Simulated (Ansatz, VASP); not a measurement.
Two plane-wave programs on Al5H

```
CELL_PARAMETERS angstrom
0.00000 3.88612 3.88612
3.88612 0.00000 3.88612
3.88612 3.88612 0.00000
ATOMIC_POSITIONS crystal
Al 0.11952 0.64144 0.11952
Al 0.11952 0.11952 0.11952
Al 0.64144 0.11952 0.11952
Al 0.11952 0.11952 0.64144
Al 0.50000 0.50000 0.50000
H 0.25000 0.25000 0.25000
```

Alike in both runs: functional PBE; k mesh 8 × 8 × 8; occupations gaussian, width 0.1 eV; no spin polarisation.

Ansatz relaxed the structure, and its values are those at the end. VASP's run is a single point on that final structure, the one shown.

```csv
,VASP,Ansatz
version,VASP 6.6.1,Ansatz 0.2.0
potentials or method,"VASP PAW PBE potentials, release 64 (Al, H), cutoff 520 eV","scalar-relativistic, plane waves, PAW"
valence electrons in the cell,16,16
```

```csv
,VASP,Ansatz,Ansatz less VASP
gap on the k mesh at the Fermi level (eV),none,none,-
pressure (GPa),0.0,0.0,+0.04
rms of the force components (eV/Å),0.001,0.004,+0.0030
```

A gap of «none» marks a metal or a gap that the smearing closes. With one functional, cell and mesh, what is left measures potentials, basis and numerics.
